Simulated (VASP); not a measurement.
CO2, 6 atoms in the cell. It takes space group I-42d (No. 122, tetragonal). Conventional cell: a = 3.949 Å, b = 3.949 Å, c = 6.028 Å, α = 90.00°, β = 90.00°, γ = 90.00°. Within 1.9 Å of C (site symmetry -4) lie 4 O at 1.40 Å. Within 1.9 Å of O (site symmetry 2) lie 2 C at 1.40 Å. 

```yaml
Program: VASP 6.6.1
Task: single point
Functional: BLYP
Potentials_or_basis: VASP PAW PBE potentials, release 64 (C, O)
Cutoff: 520 eV
k_mesh: 6 × 6 × 6
Occupations: gaussian, width 0.01 eV
Spin: no spin polarisation
Dipole_correction: no
Further_INCAR_settings: ALGO = Normal; EDIFF = 1e-07; NBANDS = 25
```

Potentials or basis: VASP PAW PBE potentials, release 64 (C, O).

Command:

```sh
$ cat potpaw_PBE.64/C/POTCAR potpaw_PBE.64/O/POTCAR > POTCAR
$ mpirun -np 1 vasp_std > vasp.out
```

Hardware: 1 thread of AMD EPYC 7R43 64-Core Processor (Zen 3), on a shared host.

**Question.** Estimate the wall time of this run.

**Answer.** Run time: 80 s on 1 thread of AMD EPYC 7R43 64-Core Processor (Zen 3) (shared host), peak memory 0.14 GiB. Counts: scf iterations 14, k points 30.
